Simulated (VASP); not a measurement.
# Ga (I4_1/amd) in VASP: a series of runs

The runs below take Ga through single point, with PBE.

All numbers are computed with VASP 6.6.1; they aren't measurements. Logs are shortened: lines on timing, memory, paths and dates and some standing lists are left out, and cuts for length are marked.

### 1 The cell of the first run

It takes space group I4_1/amd (No. 141, tetragonal). Conventional cell: a = 3.993 Å, b = 3.993 Å, c = 2.089 Å, α = 90.00°, β = 90.00°, γ = 90.00°. Within 2.7 Å of Ga (site symmetry -4m2) lie 10 Ga at 2.06 to 2.54 Å.

### 2 Single point, PBE

File INCAR:

```
PREC     = Accurate       # precision mode
ENCUT    = 520            # plane-wave cutoff, eV
EDIFF    = 1E-6           # SCF threshold, eV
ISMEAR   = -1             # smearing method
SIGMA    = 0.05           # smearing width, eV
LREAL    = False          # projectors in reciprocal space
LASPH    = True           # aspherical terms in the spheres
NELM     = 80             # most SCF steps
ALGO     = Normal         # electronic algorithm
ISIF     = 2              # what is computed and relaxed
LWAVE    = False          # write WAVECAR
LCHARG   = False          # write CHGCAR
GGA      = PE             # functional
NBANDS   = 20             # bands
```

File KPOINTS:

```
Automatic mesh
0
Gamma
  20 20 20
```

File POSCAR:

```
Ga
1.0
   -1.9964601512      1.9964601512      1.0446023991
    1.9964601512     -1.9964601512      1.0446023991
    1.9964601512      1.9964601512     -1.0446023991
Ga
2
Direct
   -0.3750000000     -0.1250000000     -0.2500000000
    0.3750000000      0.1250000000      0.2500000000
```

Potentials or basis: VASP PAW PBE potentials, release 64 (Ga_d).

Started as:

```console
cat potpaw_PBE.64/Ga_d/POTCAR > POTCAR
mpirun -np 1 vasp_std > vasp.out
```

OUTCAR:

```text
PREC = Accurate
   ENCUT = 520
   EDIFF = 1E-6
   ISMEAR = -1
   LREAL = False
   LASPH = True
   NELM = 80
   ISIF = 2
   GGA = PE

 ion  position               nearest neighbor table
   1  0.625  0.875  0.750-   2 2.06   2 2.06   2 2.06   2 2.06   2 2.54   2 2.54   2 2.54   2 2.54

   2  0.375  0.125  0.250-   1 2.06   1 2.06   1 2.06   1 2.06   1 2.54   1 2.54   1 2.54   1 2.54

  LATTYP: Found a body centered tetragonal cell.
 ALAT       =     3.9929203024
 C/A-ratio  =     0.5232272723

  Lattice vectors:

 A1 = (  -1.9964601512,   1.9964601512,   1.0446023991)
 A2 = (   1.9964601512,  -1.9964601512,   1.0446023991)
 A3 = (   1.9964601512,   1.9964601512,  -1.0446023991)

Analysis of symmetry for initial positions (statically):
=====================================================================
 Subroutine PRICEL returns:
 Original cell was already a primitive cell.

 Routine SETGRP: Setting up the symmetry group for a
 body centered tetragonal supercell.

 Subroutine GETGRP returns: Found 16 space group operations
 (whereof  4 operations were pure point group operations)
 out of a pool of 16 trial point group operations.

The static configuration has the point symmetry C_2h.
 The point group associated with its full space group is D_4h.

Analysis of symmetry for dynamics (positions and initial velocities):
=====================================================================
 Subroutine PRICEL returns:
 Original cell was already a primitive cell.

 Routine SETGRP: Setting up the symmetry group for a
 body centered tetragonal supercell.

 Subroutine GETGRP returns: Found 16 space group operations
 (whereof  4 operations were pure point group operations)
 out of a pool of 16 trial point group operations.

The dynamic configuration has the point symmetry C_2h.
 The point group associated with its full space group is D_4h.

 Subroutine INISYM returns: Found 16 space group operations
 (whereof  4 operations are pure point group operations),
 and found     1 'primitive' translations

----------------------------------------------------------------------------------------

                                     Primitive cell

  volume of cell :      16.6545

  direct lattice vectors                    reciprocal lattice vectors
    -1.996460151  1.996460151  1.044602399     0.000000000  0.250443266  0.478651016
     1.996460151 -1.996460151  1.044602399     0.250443266  0.000000000  0.478651016
     1.996460151  1.996460151 -1.044602399     0.250443266  0.250443266  0.000000000

  length of vectors
     3.010465154  3.010465154  3.010465154     0.540211648  0.540211648  0.354180263

  position of ions in fractional coordinates (direct lattice)
     0.625000000  0.875000000  0.750000000
     0.375000000  0.125000000  0.250000000

  ion indices of the primitive-cell ions
   primitive index   ion index
                 1           1
                 2           2

----------------------------------------------------------------------------------------

 KPOINTS: Automatic mesh

Automatic generation of k-mesh.
 Grid dimensions read from file:
 generate k-points for:   20   20   20

 Generating k-lattice:

  Cartesian coordinates                     Fractional coordinates (reciprocal lattice)
     0.000000000  0.012522163  0.023932551     0.050000000  0.000000000 -0.000000000
     0.012522163  0.000000000  0.023932551     0.000000000  0.050000000 -0.000000000
     0.012522163  0.012522163  0.000000000     0.000000000  0.000000000  0.050000000

  Length of vectors
     0.027010582  0.027010582  0.017709013

  Shift w.r.t. Gamma in fractional coordinates (k-lattice)
     0.000000000  0.000000000  0.000000000

 Subroutine IBZKPT returns following result:
 ===========================================

 Found    641 irreducible k-points:

 Following reciprocal coordinates:
            Coordinates               Weight
  0.000000  0.000000  0.000000      1.000000
  0.050000 -0.000000  0.000000      8.000000
  0.100000  0.000000  0.000000      8.000000
  0.150000 -0.000000  0.000000      8.000000
  0.200000  0.000000  0.000000      8.000000
  0.250000  0.000000 -0.000000      8.000000
[... 16 lines left out ...]
 -0.400000  0.050000  0.000000     16.000000
 -0.350000  0.050000 -0.000000     16.000000
 [... further k-points ...]
   k-points           NKPTS =    641   k-points in BZ     NKDIM =    641   number of bands    NBANDS=     20
   number of dos      NEDOS =    301   number of ions     NIONS =      2
   total plane-waves  NPLWV =  13824
   dimension x,y,z NGX =    24 NGY =   24 NGZ =   24
   dimension x,y,z NGXF=    48 NGYF=   48 NGZF=   48
   ions per type =               2
   NGX,Y,Z   is equivalent  to a cutoff of  13.25, 13.25, 13.25 a.u.
   NGXF,Y,Z  is equivalent  to a cutoff of  26.51, 26.51, 26.51 a.u.
 SYSTEM =  unknown system
   PREC   = accura    normal or accurate (medium, high low for compatibility)
   ISTART =      0    job   : 0-new  1-cont  2-samecut
   ICHARG =      2    charge: 1-file 2-atom 10-const
   ISPIN  =      1    spin polarized calculation?
   LNONCOLLINEAR =      F non collinear calculations
   LSORBIT =      F    spin-orbit coupling
   LASPH  =      T    aspherical Exc in radial PAW
   ENCUT  =  520.0 eV  38.22 Ry    6.18 a.u.   5.60  5.60  5.60*2*pi/ulx,y,z
   NELM   =     80;   NELMIN=  2; NELMDL= -5     # of ELM steps
   EDIFF  = 0.1E-05   stopping-criterion for ELM
   LREAL  =      F    real-space projection
   EDIFFG = 0.1E-04   stopping-criterion for IOM
   NSW    =      0    number of steps for IOM
   IBRION =     -1    ionic relax: 0-MD 1-quasi-New 2-CG
   NFREE  =      0    steps in history (QN), initial steepest desc. (CG)
   ISIF   =      2    stress and relaxation
   ISYM   =      2    0-nonsym 1-usesym 2-fastsym
   POTIM  = 0.5000    time-step for ionic-motion
   TEBEG  =    0.0;   TEEND  =   0.0 temperature during run
   PSTRESS=    0.0 pullay stress
   NELECT =      26.0000    total number of electrons
   NUPDOWN=      -1.0000    fix difference up-down
   EMIN   =  10.00;   EMAX   =-10.00  energy-range for DOS
   EFERMI =   0.00;   METHOD = LEGACY
   ISMEAR =    -1;   SIGMA  =   0.05  broadening in eV -4-tet -1-fermi 0-gaus
   EFERMI_NEDOS =   21; number of points for ismear=-14 and -15
   IALGO  =     38    algorithm
   IMIX   =      4    mixing-type and parameters
     AMIX     =   0.40;   BMIX     =  1.00
     AMIX_MAG =   1.60;   BMIX_MAG =  1.00
  volume/ion in A,a.u.               =       8.33        56.20
  Fermi-wavevector in a.u.,A,eV,Ry     =   1.899132  3.588839 49.072171  3.606703
  Thomas-Fermi vector in A             =   2.938539
   LORBIT       =      0    0 simple, 1 ext, 2 COOP (PROOUT), +10 PAW based schemes
   GGA     = PE    functional components
   LHFCALC =     F    Hartree Fock is set to
   AEXX    =    0.0000 exact exchange contribution
   IVDW    =     0    specifies the selected vdW correction
   LEPSILON=     F    determine dielectric tensor
   LRPA    =     F    only Hartree local field effects (RPA)
 non-spin polarized calculation
  energy-cutoff  :      520.00
  volume of cell :       16.65
 maximum number of plane-waves:       464
   NGX = 11   NGY = 11   NGZ = 11

 number of electron      25.9999992 magnetization

 Free energy of the ion-electron system (eV)
  ---------------------------------------------------
  ext. energy  EPLUGINS =         0.00000000
  ---------------------------------------------------
  free energy    TOTEN  =         4.75623999 eV

  energy without entropy =        4.76133863  energy(sigma->0) =        4.75878931

 E-fermi :  16.9038     XC(G=0): -15.8168

 val. band max:       16.8973272838   @ k =  -0.4500   0.1500   0.0000
 cond. band min:      16.9057890571   @ k =  -0.3000  -0.4000   0.2000
 fundamental gap:      0.0084617733
 Fermi energy:        16.9038331314

 k-point     1 :       0.0000    0.0000    0.0000
  band No.  band energies     occupation
      1      -2.9706      2.00000
      2      -2.0798      2.00000
      3      -1.9231      2.00000
      4      -1.6036      2.00000
      5      -1.4619      2.00000
      6       0.2995      2.00000
[... 12 lines left out ...]
     19      40.2841      0.00000
     20      40.9379      0.00000

 k-point     2 :       0.0500   -0.0000    0.0000
  band No.  band energies     occupation
      1      -2.8521      2.00000
      2      -2.0519      2.00000
      3      -1.9189      2.00000
      4      -1.5377      2.00000
      5      -1.4280      2.00000
      6       0.1999      2.00000
[... 12 lines left out ...]
     19      38.4098      0.00000
     20      38.5934      0.00000

 k-point     3 :       0.1000    0.0000    0.0000
  band No.  band energies     occupation
      1      -2.5073      2.00000
      2      -1.9711      2.00000
      3      -1.8922      2.00000
      4      -1.3637      2.00000
      5      -1.3241      2.00000
      6       0.0226      2.00000
[... 12 lines left out ...]
     19      35.7558      0.00000
     20      36.6061      0.00000

 k-point     4 :       0.1500   -0.0000    0.0000
  band No.  band energies     occupation
      1      -2.0042      2.00000
      2      -1.8464      2.00000
      3      -1.8203      2.00000
      4      -1.1534      2.00000
      5      -1.0979      2.00000
      6      -0.2026      2.00000
[... 12 lines left out ...]
     19      34.3698      0.00000
     20      35.2020      0.00000

 k-point     5 :       0.2000    0.0000    0.0000
  band No.  band energies     occupation
      1      -1.7758      2.00000
      2      -1.6954      2.00000
      3      -1.5177      2.00000
      4      -0.8244      2.00000
      5      -0.7586      2.00000
      6      -0.4460      2.00000
[... 12 lines left out ...]
     19      32.4053      0.00000
     20      35.4847      0.00000
[... 353 lines left out ...]
      6      -0.3795      2.00000
[... 12 lines left out ...]
     19      35.1730      0.00000
     20      36.3804      0.00000

 k-point    22 :      -0.4500    0.0500    0.0000
  band No.  band energies     occupation
      1      -1.7381      2.00000
      2      -1.6748      2.00000
      3      -1.2680      2.00000
      4      -1.1593      2.00000
      5      -0.5029      2.00000
      6      -0.3245      2.00000
[... 12 lines left out ...]
     19      33.0673      0.00000
     20      35.2797      0.00000

 k-point    23 :      -0.4000    0.0500    0.0000
  band No.  band energies     occupation
      1      -1.6780      2.00000
      2      -1.5675      2.00000
      3      -1.2952      2.00000
      4      -1.0386      2.00000
      5      -0.6107      2.00000
      6      -0.2411      2.00000
[... 12 lines left out ...]
     19      32.1008      0.00000
     20      34.2642      0.00000

 k-point    24 :      -0.3500    0.0500   -0.0000
  band No.  band energies     occupation
      1      -1.6338      2.00000
      2      -1.4776      2.00000
      3      -1.3639      2.00000
      4      -0.8504      2.00000
      5      -0.6668      2.00000
      6      -0.1664      2.00000
[... 12 lines left out ...]
     19      31.1108      0.00000
     20      34.5011      0.00000

 [... further k-points ...]
[... 5 lines left out ...]
  --------------------------------------------------------------------------------------
  -------------------------------------------------------------------------------------
  Total       34.7709747     34.7709747     34.7184939      0.0000000     -0.0000000      0.0000000
  in kB     3344.9924737   3344.9924737   3339.9437845      0.0000000     -0.0000000      0.0000000
  external PRESSURE =    3343.3095773 kB  Pullay stress =       0.0000000 kB

 VOLUME and BASIS-vectors are now :
 -----------------------------------------------------------------------------
  energy-cutoff  :      520.00
  volume of cell :       16.65
      direct lattice vectors                 reciprocal lattice vectors
    -1.996460151  1.996460151  1.044602399     0.000000000  0.250443266  0.478651016
     1.996460151 -1.996460151  1.044602399     0.250443266  0.000000000  0.478651016
     1.996460151  1.996460151 -1.044602399     0.250443266  0.250443266  0.000000000

 POSITION                                       TOTAL-FORCE (eV/Angst)
 -----------------------------------------------------------------------------------
      1.99646      0.99823      0.78345         0.000000     -0.000000     -0.000000
      0.00000      0.99823      0.26115        -0.000000      0.000000      0.000000
 -----------------------------------------------------------------------------------
    total drift:                               -0.000000      0.000000      0.000000

  FREE ENERGIE OF THE ION-ELECTRON SYSTEM (eV)
  ---------------------------------------------------
  free  energy   TOTEN  =         4.7562399906 eV

  energy  without entropy=        4.7613386292  energy(sigma->0) =        4.75878931
```

It took 63 s on 1 thread of Intel Xeon 6975P-C (Granite Rapids), shared host; peak memory 0.28 GiB.

Results:

```yaml
Free_energy: 4.7562 eV
Pressure: 334.3 GPa
Band_gap_on_the_k_mesh: zero (bands 13 and 14 overlap by 12.64 eV)
```

Stress tensor (GPa, compression positive):
```
334.50   0.00   0.00
  0.00 334.50   0.00
  0.00   0.00 333.99
```

Levels at points of the mesh, in eV from the Fermi level:
```tsv
k point	band 11	band 12	band 13	band 14	band 15	band 16
(0.00, 0.00, 0.00)	-15.58	-2.27	-2.27	4.29	4.65	16.96
(0.50, 0.00, 0.00)	-8.80	-5.74	-0.24	0.60	4.68	4.78
(0.50, 0.50, 0.00)	-14.09	-14.09	4.18	4.18	7.67	7.67
(0.50, 0.50, 0.50)	-10.47	-10.47	-7.11	-7.11	16.38	16.38
```

Caveat: the cell stands under pressure.

### 3 Single point, PBE

File INCAR:

```
PREC = Accurate
ENCUT = 520
EDIFF = 1E-6
ISMEAR = -1
SIGMA = 0.05
LREAL = False
LASPH = True
NELM = 60
ALGO = Normal
ISIF = 2
LWAVE = False
LCHARG = False
GGA = PE
NBANDS = 20
```

File KPOINTS:

```
regular mesh
0
Gamma
  20 20 20
```

File POSCAR:

```
Ga
1.0
   -1.9967022960      1.9967022960      1.0446038255
    1.9967022960     -1.9967022960      1.0446038255
    1.9967022960      1.9967022960     -1.0446038255
Ga
2
Direct
   -0.3750000000     -0.1250000000     -0.2500000000
    0.3750000000      0.1250000000      0.2500000000
```

Potentials or basis: VASP PAW PBE potentials, release 64 (Ga_d).

Started as:

```console
cat potpaw_PBE.64/Ga_d/POTCAR > POTCAR
mpirun -np 1 vasp_std > vasp.out
```

OUTCAR:

```text
PREC = Accurate
   ENCUT = 520
   EDIFF = 1E-6
   ISMEAR = -1
   LREAL = False
   LASPH = True
   NELM = 60
   ISIF = 2
   GGA = PE

 ion  position               nearest neighbor table
   1  0.625  0.875  0.750-   2 2.06   2 2.06   2 2.06   2 2.06   2 2.54   2 2.54   2 2.54   2 2.54

   2  0.375  0.125  0.250-   1 2.06   1 2.06   1 2.06   1 2.06   1 2.54   1 2.54   1 2.54   1 2.54

  LATTYP: Found a body centered tetragonal cell.
 ALAT       =     3.9934045920
 C/A-ratio  =     0.5231645336

  Lattice vectors:

[... 190 lines left out ...]
      3      -1.9259      2.00000
      4      -1.6072      2.00000
      5      -1.4655      2.00000
      6       0.2959      2.00000
[... 541 lines left out ...]
     19      31.1021      0.00000
     20      34.4932      0.00000

 [... further k-points ...]
[... 5 lines left out ...]
  --------------------------------------------------------------------------------------
  -------------------------------------------------------------------------------------
  Total       34.7458374     34.7458374     34.7065278      0.0000000     -0.0000000     -0.0000000
  in kB     3341.7590044   3341.7590044   3337.9783143      0.0000000     -0.0000000     -0.0000000
  external PRESSURE =    3340.4987744 kB  Pullay stress =       0.0000000 kB

 VOLUME and BASIS-vectors are now :
 -----------------------------------------------------------------------------
  energy-cutoff  :      520.00
  volume of cell :       16.66
      direct lattice vectors                 reciprocal lattice vectors
    -1.996702296  1.996702296  1.044603826     0.000000000  0.250412894  0.478650363
     1.996702296 -1.996702296  1.044603826     0.250412894  0.000000000  0.478650363
     1.996702296  1.996702296 -1.044603826     0.250412894  0.250412894  0.000000000

 POSITION                                       TOTAL-FORCE (eV/Angst)
 -----------------------------------------------------------------------------------
      1.99670      0.99835      0.78345         0.000000     -0.000000      0.000000
      0.00000      0.99835      0.26115        -0.000000      0.000000     -0.000000
 -----------------------------------------------------------------------------------
    total drift:                               -0.000000      0.000000      0.000000

  FREE ENERGIE OF THE ION-ELECTRON SYSTEM (eV)
  ---------------------------------------------------
  free  energy   TOTEN  =         4.7477649151 eV

  energy  without entropy=        4.7528593493  energy(sigma->0) =        4.75031213
```

It took 63 s on 1 thread of Intel Xeon 6975P-C (Granite Rapids), shared host; peak memory 0.28 GiB.

What came out:

```yaml
Free_energy: 4.7478 eV
Pressure: 334.0 GPa
Band_gap_on_the_k_mesh: zero (bands 13 and 14 overlap by 12.64 eV)
```

Stress tensor (GPa, compression positive):
```
334.18   0.00   0.00
  0.00 334.18   0.00
  0.00   0.00 333.80
```

Levels at points of the mesh, in eV from the Fermi level:
| k point | band 9 | band 10 | band 11 | band 12 | band 13 | band 14 | band 15 | band 16 | band 17 | band 18 |
| --- | --- | --- | --- | --- | --- | --- | --- | --- | --- | --- |
| (0.00, 0.00, 0.00) | -16.57 | -16.08 | -15.58 | -2.27 | -2.27 | 4.29 | 4.64 | 16.95 | 16.95 | 21.13 |
| (0.50, 0.00, 0.00) | -16.12 | -15.87 | -8.80 | -5.74 | -0.24 | 0.60 | 4.68 | 4.78 | 10.57 | 14.53 |
| (0.50, 0.50, 0.00) | -16.31 | -16.31 | -14.08 | -14.08 | 4.18 | 4.18 | 7.66 | 7.66 | 18.33 | 18.33 |
| (0.50, 0.50, 0.50) | -16.50 | -16.50 | -10.46 | -10.46 | -7.11 | -7.11 | 16.39 | 16.39 | 25.34 | 25.34 |

Caveat: the cell stands under pressure.
